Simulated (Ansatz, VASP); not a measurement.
## One calculation of Ga2SbN3, two programs

```
Ga Sb N
1.0
     5.19175   -2.88790    0.00000
     5.19175    2.88790    0.00000
     0.00000    0.00000    5.55138
Ga Sb N
4 2 6
Direct
  0.49568 0.15161 0.00240
  0.15161 0.49568 0.50240
  0.50432 0.84839 0.50240
  0.84839 0.50432 0.00240
  0.20304 0.79696 0.05679
  0.79696 0.20304 0.55679
  0.17299 0.43504 0.15509
  0.56496 0.82701 0.15509
  0.82265 0.17735 0.95502
  0.43504 0.17299 0.65509
  0.82701 0.56496 0.65509
  0.17735 0.82265 0.45502
```

Alike in both runs: functional PBE; k mesh 6 × 6 × 6; no spin polarisation.

Ansatz relaxed the structure, and its values are those at the end. VASP's run is a single point on that final structure, the one shown.

|  | VASP | Ansatz |
| --- | --- | --- |
| version | VASP 6.6.1 | Ansatz 0.2.0 |
| potentials or method | VASP PAW PBE potentials, release 64 (Ga_d, Sb, N), cutoff 520 eV | scalar-relativistic, plane waves, PAW |
| occupations | gaussian, width 0.01 eV | fixed |
| valence electrons in the cell | 92 | 112 |

Ansatz gave:

| Property | Result |
| --- | --- |
| gap on the k mesh at the Fermi level (eV) | 1.54 |
| least direct gap on the mesh (eV) | 1.75 |
| pressure (GPa) | 0.0 |
| rms of the force components (eV/Å) | 0.000 |

Q: Which values does VASP return?

A: gap on the k mesh at the Fermi level (eV): 1.51; least direct gap on the mesh (eV): 1.72; pressure (GPa): -0.1; rms of the force components (eV/Å): 0.011.

VASP's potentials hold 92 valence electrons a cell and Ansatz's 112, so a difference there can come from the potentials and not from the codes.

Neither program's run includes spin-orbit coupling.
